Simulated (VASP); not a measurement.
Wanted: the native input for a VASP 6.6.1 run.

* Task: single point
* Functional: r2SCAN
* Potentials or basis: VASP PAW PBE potentials, release 64 (P)
* Cutoff: 520 eV
* k mesh: 18 × 18 × 12
* Occupations: gaussian, width 0.1 eV
* Spin: no spin polarisation
* Dipole correction: no
* Further INCAR settings: ALGO = Normal; EDIFF = 1e-07; NBANDS = 12

The system is P.

```
CELL_PARAMETERS angstrom
1.61545 -4.04298 0.00000
1.61545 4.04298 0.00000
0.00000 0.00000 4.23956
ATOMIC_POSITIONS crystal
P 0.25000 0.75000 0.15841
P 0.75000 0.25000 0.84159
```

The input as run:

POSCAR

```
P
1.0
    1.6154487789     -4.0429795963      0.0000000000
    1.6154487789      4.0429795963      0.0000000000
    0.0000000000      0.0000000000      4.2395596859
P
2
Direct
    0.2500000000      0.7500000000      0.1584132626
    0.7500000000      0.2500000000      0.8415867374
```

INCAR.step1

```
PREC = Accurate ; ENCUT = 520
ISMEAR = 0 ; SIGMA = 0.1
LREAL = F ; LASPH = T
NELM = 60 ; NBANDS = 12
GGA = PE ; ALGO = Normal
EDIFF = 1E-4 ; LWAVE = T
LCHARG = F
```

INCAR.step2

```
PREC = Accurate ; ENCUT = 520
EDIFF = 1E-7 ; ISMEAR = 0
SIGMA = 0.1 ; LREAL = F
LASPH = T ; NELM = 60
ALGO = Normal ; ISIF = 2
LWAVE = F ; LCHARG = F
METAGGA = R2SCAN ; LMIXTAU = T
NBANDS = 12 ; ISTART = 1
```

KPOINTS

```
Automatic mesh
0
Gamma
  18 18 12
```

Potentials or basis: VASP PAW PBE potentials, release 64 (P).

Command:

```sh
$ cat potpaw_PBE.64/P/POTCAR > POTCAR
$ cp INCAR.step1 INCAR
$ mpirun -np 1 vasp_std > vasp.out
$ cp INCAR.step2 INCAR
$ mpirun -np 1 vasp_std > vasp.out
```

It gave:

- Pressure: -0.5 GPa
- Largest force: 0.160 eV/Å
- Band gap on the k mesh: zero (bands 5 and 6 overlap by 2.23 eV)

Caveat: the PAW data sets were made with another functional, which shifts forces and pressure a little.

It took 11 min on 1 thread of AMD EPYC 9R45 96-Core Processor (Zen 5) (shared host), peak memory 0.4 GiB.
